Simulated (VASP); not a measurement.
Runs of VASP 6.6.1 on MoH3. The structure is that of space group Pm-3m (No. 221), or close to it. The cells are those of the table. 

```tsv
task	spin	cell	k mesh	cutoff (eV)	gap on the mesh (eV)	pressure (GPa)	moment (μB)
relaxation of cell and atoms	off	relaxed from a = 3.632, b = 3.632, c = 3.426 Å, 4 atoms	6 × 6 × 6	600	none	0.1	-
single point	off	a = 2.904, b = 2.904, c = 2.913 Å, 4 atoms	6 × 6 × 6	520	none	0.0	-
single point	off	a = 3.632, b = 3.632, c = 3.426 Å, 4 atoms	6 × 6 × 6	520	none	-34.3	-
single point	collinear, ferromagnetic start	a = 2.917 Å, 4 atoms	16 × 16 × 16	520	none	0.0	(a)
single point	collinear, ferromagnetic start	a = 2.907 Å, 4 atoms	6 × 6 × 6	520	none	3.7	1.34
```

Alike in all rows: level PBE; potentials or basis VASP PAW PBE potentials, release 64 (H, Mo_sv); smearing gaussian 0.1 eV.

Q: Estimate the missing entries.

A: (a) 1.00.

Caveats: some runs use coarse meshes.

A k mesh can miss the band edges, and the runs leave out spin-orbit coupling on Mo.

A gap of «none» marks levels without a gap at the run's occupations.
